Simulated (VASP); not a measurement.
A run of VASP 6.6.1 is set up as follows.

INCAR

```
SYSTEM = Al
ALGO     = Normal         ! electronic algorithm
EDIFF    = 1E-7           ! SCF threshold, eV
ENCUT    = 520            ! plane-wave cutoff, eV
ISIF     = 2              ! what is computed and relaxed
ISMEAR   = 0              ! smearing method
LASPH    = .True.         ! aspherical terms in the spheres
LCHARG   = .False.        ! write CHGCAR
LREAL    = .False.        ! projectors in reciprocal space
LWAVE    = .False.        ! write WAVECAR
NBANDS   = 10             ! bands
NELM     = 80             ! most SCF steps
PREC     = Accurate       ! precision mode
SIGMA    = 0.15           ! smearing width, eV
```

Contents of KPOINTS:

```
k-points
0
Gamma
  18 18 10
  0 0 0
```

Contents of POSCAR:

```
Al
1.0
    2.7394000000      0.0000000000      0.0000000000
   -1.3697000000      2.3723899911      0.0000000000
    0.0000000000      0.0000000000      4.4519000000
Al
2
Direct
    0.6666666667      0.3333333333      0.7500000000
    0.3333333333      0.6666666667      0.2500000000
```

Potentials or basis: VASP PAW LDA potentials, release 64 (Al).

The run is started by

```sh
$ cat potpaw_LDA.64/Al/POTCAR > POTCAR
$ mpirun -np 1 vasp_std > vasp.out
```

(1) Estimate the pressure.

(2) Predict the band gap on the k mesh.

Answers

(1) 9.8 GPa.

(2) zero (band 3 reaches 13.68 eV, above the bottom of band 4 at 5.84 eV).
